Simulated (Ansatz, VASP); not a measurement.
## CaTl2 in VASP and in Ansatz

Contents of INCAR:

```
SYSTEM = CaTl2
  PREC = Accurate
  ENCUT = 600
  EDIFF = 1E-6
  ISMEAR = 0
  SIGMA = 0.1
  LREAL = .FALSE.
  LASPH = .TRUE.
  NELM = 60
  ALGO = Fast
  ISIF = 3
  LWAVE = .FALSE.
  LCHARG = .FALSE.
  GGA = PE
  IBRION = 2
  NSW = 90
  EDIFFG = -0.04
```

Contents of KPOINTS:

```
regular mesh
0
G
  4 4 4
  0 0 0
```

Contents of POSCAR:

```
CaTl2
1.0
    4.7140767753      0.0000000000      0.0000000000
    0.0000000000      4.7140767753      0.0000000000
    0.0000000000      0.0000000000      7.1927459013
Ca Tl
2 4
Direct
    0.0000000000      0.5000000000      0.7000000000
    0.5000000000      0.0000000000      0.3000000000
    0.0000000000      0.0000000000      0.0000000000
    0.5000000000      0.5000000000      0.0000000000
    0.0000000000      0.5000000000      0.2700000000
    0.5000000000      0.0000000000      0.7300000000
```

Input for Ansatz:

```yaml
crystal:
  lattice:
    - [4.7140767753, 0.0, 0.0]
    - [0.0, 4.7140767753, 0.0]
    - [0.0, 0.0, 7.1927459013]
  atoms:
    - { symbol: Ca, position: [0.0, 0.5, 0.7] }
    - { symbol: Ca, position: [0.5, 0.0, 0.3] }
    - { symbol: Tl, position: [0.0, 0.0, 0.0] }
    - { symbol: Tl, position: [0.5, 0.5, 0.0] }
    - { symbol: Tl, position: [0.0, 0.5, 0.27] }
    - { symbol: Tl, position: [0.5, 0.0, 0.73] }
basis:
  ecutwfc: 420
kpoints:
  mp_grid: { grid: [4, 4, 4] }
hamiltonian:
  xc: pbe
scf:
  occupations: { method: gaussian, width: 0.1 }
  lower_state_search: "off"
output:
  forces: true
  stress: true
  eigenvalues: true
relax:
  adjacent_minimum: "off"
  f_tol: 0.04
  max_steps: 70
  cell: { stress_tol: 0.4 }
```

Alike in both runs: task relaxation of cell and atoms; functional PBE; k mesh 4 × 4 × 4; occupations gaussian, width 0.1 eV; no spin polarisation.

|  | VASP | Ansatz |
| --- | --- | --- |
| version | VASP 6.6.1 | Ansatz 0.2.0 |
| potentials or method | VASP PAW PBE potentials, release 64 (Ca_sv, Tl_d), cutoff 600 eV | scalar-relativistic, plane waves, PAW |
| valence electrons in the cell | 72 | 72 |

VASP gave:

* gap on the k mesh at the Fermi level, each at its own relaxed structure (eV): none
* relaxed volume (Å³/atom): 31.17
* relaxed cell length with the largest relative difference (Å): 7.777

Task: What did Ansatz give for the same quantities?

Result: gap on the k mesh at the Fermi level, each at its own relaxed structure (eV): none; relaxed volume (Å³/atom): 31.14; relaxed cell length with the largest relative difference (Å): 7.725.

A gap of «none» marks a metal or a gap that the smearing closes.

Neither program's run includes spin-orbit coupling. Noted on VASP's run: the volume moved by over 15 % at a fixed basis, so the end points are rough.
